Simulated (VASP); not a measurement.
# Pd (P6_3/mmc) in VASP: notebook

Pd is run at these levels: PBEsol; tasks: single point.

Program: VASP 6.6.1. These are calculated values, not measurements. Logs are shortened: lines on timing, memory, paths and dates and some standing lists are left out, and cuts for length are marked.

## (1) The cell of the first run

Symmetry: P6_3/mmc, No. 194, hexagonal system. Conventional cell: a = 2.784 Å, b = 2.784 Å, c = 4.629 Å, α = 90.00°, β = 90.00°, γ = 120.00°. Within 3.7 Å of Pd (site symmetry -6m2) lie 12 Pd at 2.78 to 2.82 Å.

## (2) Single point, PBEsol, non-collinear spin, zero start, spin-orbit coupling

Contents of INCAR:

```
SYSTEM = Pd
PREC     = Accurate       ! precision mode
ENCUT    = 520            ! plane-wave cutoff, eV
EDIFF    = 1E-6           ! SCF threshold, eV
ISMEAR   = -1             ! smearing method
SIGMA    = 0.05           ! smearing width, eV
LREAL    = .FALSE.        ! projectors in reciprocal space
LASPH    = .TRUE.         ! aspherical terms in the spheres
NELM     = 150            ! most SCF steps
ALGO     = Normal         ! electronic algorithm
ISIF     = 2              ! what is computed and relaxed
LWAVE    = .FALSE.        ! write WAVECAR
LCHARG   = .FALSE.        ! write CHGCAR
LNONCOLLINEAR= .TRUE.         ! non-collinear magnetism
MAGMOM   = 0 0 0 0 0 0    ! initial moments
LORBIT   = 11             ! projections on sites
LSORBIT  = .TRUE.         ! spin-orbit coupling
GGA_COMPAT= .FALSE.      
LORBMOM  = .TRUE.       
LMAXMIX  = 4              ! l up to which the mixer works
GGA      = PS             ! functional
NBANDS   = 32             ! bands
```

Contents of KPOINTS:

```
Automatic mesh
0
G
  8 8 5
  0 0 0
```

Contents of POSCAR:

```
Pd
1.0
    2.7836650458      0.0000000000      0.0000000000
   -1.3918325229      2.4107246453      0.0000000000
    0.0000000000      0.0000000000      4.6288930000
Pd
2
Direct
    0.3333333333      0.6666666667      0.2500000000
    0.6666666667      0.3333333333      0.7500000000
```

Potentials or basis: VASP PAW PBE potentials, release 64 (Pd).

Run with:

```
$ cat potpaw_PBE.64/Pd/POTCAR > POTCAR
$ mpirun -np 1 vasp_ncl > vasp.out
```

OUTCAR:

```text
SYSTEM = Pd
   PREC = Accurate
   ENCUT = 520
   EDIFF = 1E-6
   ISMEAR = -1
   LREAL = .FALSE.
   LASPH = .TRUE.
   NELM = 150
   ISIF = 2
   LNONCOLLINEAR = .TRUE.
   LORBIT = 11
   LSORBIT = .TRUE.
   GGA = PS

 ion  position               nearest neighbor table
   1  0.333  0.667  0.250-   2 2.82   2 2.82   2 2.82   2 2.82   2 2.82   2 2.82
   2  0.667  0.333  0.750-   1 2.82   1 2.82   1 2.82   1 2.82   1 2.82   1 2.82

  LATTYP: Found a hexagonal cell.
 ALAT       =     2.7836650458
 C/A-ratio  =     1.6628771507

  Lattice vectors:

 A1 = (   2.7836650458,   0.0000000000,   0.0000000000)
 A2 = (  -1.3918325229,   2.4107246453,   0.0000000000)
 A3 = (   0.0000000000,   0.0000000000,   4.6288930000)

Analysis of symmetry for initial positions (statically):
=====================================================================
 Subroutine PRICEL returns:
 Original cell was already a primitive cell.

 Routine SETGRP: Setting up the symmetry group for a
 hexagonal supercell.

 Subroutine GETGRP returns: Found 24 space group operations
 (whereof 12 operations were pure point group operations)
 out of a pool of 24 trial point group operations.

The static configuration has the point symmetry D_3d.
 The point group associated with its full space group is D_6h.

Analysis of symmetry for dynamics (positions and initial velocities):
=====================================================================
 Subroutine PRICEL returns:
 Original cell was already a primitive cell.

 Routine SETGRP: Setting up the symmetry group for a
 hexagonal supercell.

 Subroutine GETGRP returns: Found 24 space group operations
 (whereof 12 operations were pure point group operations)
 out of a pool of 24 trial point group operations.

The dynamic configuration has the point symmetry D_3d.
 The point group associated with its full space group is D_6h.

Analysis of structural, dynamic, and magnetic symmetry:
=====================================================================
 Subroutine PRICEL returns:
 Original cell was already a primitive cell.

 Routine SETGRP: Setting up the symmetry group for a
 hexagonal supercell.

 Subroutine GETGRP returns: Found 24 space group operations
 (whereof 12 operations were pure point group operations)
 out of a pool of 24 trial point group operations.

The overall configuration has the point symmetry D_3d.
 The point group associated with its full space group is D_6h.

 Subroutine INISYM returns: Found 24 space group operations
 (whereof 12 operations are pure point group operations),
 and found     1 'primitive' translations

----------------------------------------------------------------------------------------
[... 1019 lines left out ...]
    total drift:                               -0.000000      0.000000     -0.000000

  FREE ENERGIE OF THE ION-ELECTRON SYSTEM (eV)
  ---------------------------------------------------
  free  energy   TOTEN  =       -11.8815987732 eV

  energy  without entropy=      -11.8475775416  energy(sigma->0) =      -11.86458816

 orbital moment (x)

 # of ion     p       d       tot
 ----------------------------------------
  1        -0.000  -0.000  -0.000
  2        -0.000  -0.000  -0.000
 ----------------------------------------
           -0.000  -0.000  -0.000

 orbital moment (y)

 # of ion     p       d       tot
 ----------------------------------------
  1         0.000   0.000   0.000
  2         0.000   0.000   0.000
 ----------------------------------------
            0.000   0.000   0.000

 orbital moment (z)

 # of ion     p       d       tot
 ----------------------------------------
  1        -0.000   0.000  -0.000
  2        -0.000   0.000  -0.000
 ----------------------------------------
           -0.000   0.000  -0.000

 Spin-Orbit-Coupling matrix elements

 Ion:    1  E_soc:     -0.0915466
 l=   1
     0.0000000    -0.0023725    -0.0024963
    -0.0023725     0.0000000    -0.0023725
    -0.0024963    -0.0023725     0.0000000
 l=   2
     0.0000000    -0.0025684     0.0000000    -0.0025684    -0.0108852
    -0.0025684     0.0000000    -0.0075878    -0.0021976    -0.0025684
     0.0000000    -0.0075878     0.0000000    -0.0075878     0.0000000
    -0.0025684    -0.0021976    -0.0075878     0.0000000    -0.0025684
    -0.0108852    -0.0025684     0.0000000    -0.0025684     0.0000000
 l=   3
     0.0000000     0.0000000     0.0000000     0.0000000     0.0000000     0.0000000     0.0000000
     0.0000000     0.0000000     0.0000000     0.0000000     0.0000000     0.0000000     0.0000000
     0.0000000     0.0000000     0.0000000     0.0000000     0.0000000     0.0000000     0.0000000
     0.0000000     0.0000000     0.0000000     0.0000000     0.0000000     0.0000000     0.0000000
     0.0000000     0.0000000     0.0000000     0.0000000     0.0000000     0.0000000     0.0000000
     0.0000000     0.0000000     0.0000000     0.0000000     0.0000000     0.0000000     0.0000000
     0.0000000     0.0000000     0.0000000     0.0000000     0.0000000     0.0000000     0.0000000

 Ion:    2  E_soc:     -0.0915466
 l=   1
     0.0000000    -0.0023725    -0.0024963
    -0.0023725     0.0000000    -0.0023725
    -0.0024963    -0.0023725     0.0000000
 l=   2
     0.0000000    -0.0025684     0.0000000    -0.0025684    -0.0108852
    -0.0025684     0.0000000    -0.0075878    -0.0021976    -0.0025684
     0.0000000    -0.0075878     0.0000000    -0.0075878     0.0000000
    -0.0025684    -0.0021976    -0.0075878     0.0000000    -0.0025684
    -0.0108852    -0.0025684     0.0000000    -0.0025684     0.0000000
 l=   3
     0.0000000     0.0000000     0.0000000     0.0000000     0.0000000     0.0000000     0.0000000
     0.0000000     0.0000000     0.0000000     0.0000000     0.0000000     0.0000000     0.0000000
     0.0000000     0.0000000     0.0000000     0.0000000     0.0000000     0.0000000     0.0000000
     0.0000000     0.0000000     0.0000000     0.0000000     0.0000000     0.0000000     0.0000000
     0.0000000     0.0000000     0.0000000     0.0000000     0.0000000     0.0000000     0.0000000
     0.0000000     0.0000000     0.0000000     0.0000000     0.0000000     0.0000000     0.0000000
     0.0000000     0.0000000     0.0000000     0.0000000     0.0000000     0.0000000     0.0000000

 total charge

# of ion       s       p       d       tot
------------------------------------------
    1        0.453   0.432   8.439   9.324
    2        0.453   0.432   8.439   9.324
--------------------------------------------------
tot          0.907   0.864  16.877  18.648

 magnetization (x)

# of ion       s       p       d       tot
------------------------------------------
    1        0.000   0.000  -0.000  -0.000
    2        0.000   0.000   0.000   0.000
--------------------------------------------------
tot          0.000   0.000   0.000   0.000

 magnetization (y)

# of ion       s       p       d       tot
------------------------------------------
    1       -0.000  -0.000  -0.000  -0.000
    2        0.000  -0.000  -0.000  -0.000
--------------------------------------------------
tot         -0.000  -0.000  -0.000  -0.000

 magnetization (z)

# of ion       s       p       d       tot
------------------------------------------
    1        0.000   0.000   0.000   0.000
    2        0.000   0.000   0.000   0.000
--------------------------------------------------
tot          0.000   0.000   0.000   0.000
```

It took 2.7 min on 1 thread of AMD EPYC 7R13, shared host; peak memory 0.22 GiB.

Results:

```yaml
Free_energy: -11.8816 eV
Pressure: -10.4 GPa
Net_moment: 0.00 μB per cell
Valence_electrons_inside_the_program's_atomic_spheres: Pd 9.32
```

Moments on the atoms (μB; x, y, z):
```
Pd  0.00 0.00 0.00
Pd  0.00 0.00 0.00
```

Caveat: the PAW data sets were made with another functional, which shifts forces and pressure a little.

## (3) Single point, PBEsol

Contents of INCAR:

```
  PREC = Accurate
  ENCUT = 520
  EDIFF = 1E-6
  ISMEAR = -1
  SIGMA = 0.05
  LREAL = F
  LASPH = T
  NELM = 80
  ALGO = Normal
  ISIF = 2
  LWAVE = F
  LCHARG = F
  GGA = PS
  NBANDS = 17
```

Contents of KPOINTS:

```
Automatic mesh
0
Gamma
  8 8 4
```

POSCAR is that of step 2.

Potentials or basis: VASP PAW PBE potentials, release 64 (Pd).

Run with:

```
$ cat potpaw_PBE.64/Pd/POTCAR > POTCAR
$ mpirun -np 1 vasp_std > vasp.out
```

It took 6.1 s on 1 thread of Intel Xeon 6975P-C (Granite Rapids), shared host; peak memory 0.15 GiB.

Results (log left out):

| Property | Result |
| --- | --- |
| Free energy | -11.7766 eV |
| Pressure | -10.5 GPa |
| Band gap on the k mesh | zero (band 10 reaches 8.96 eV, above the bottom of band 11 at 8.13 eV) |

Stress tensor (GPa, compression positive):
```
-10.63   0.00   0.00
  0.00 -10.63   0.00
  0.00   0.00 -10.12
```

Levels at points of the mesh, in eV from the Fermi level:
```
           k point  band 6  band 7  band 8  band 9  band 10  band 11  band 12  band 13  band 14  band 15
(0.00, 0.00, 0.00)   -2.23   -2.23   -1.57   -1.57    -0.23    -0.23     0.87     6.58    16.98    18.57
(0.50, 0.00, 0.00)   -2.01   -1.67   -0.01    0.02     0.17     2.47     4.32     9.30     9.62    12.48
(0.00, 0.00, 0.50)   -2.60   -2.60   -2.60   -0.66    -0.66    -0.66    -0.66    13.63    13.63    17.45
(0.50, 0.00, 0.50)   -1.44   -0.45   -0.45    0.10     0.10     2.56     2.56     7.81     7.81    16.03
```

Caveat: the PAW data sets were made with another functional, which shifts forces and pressure a little.
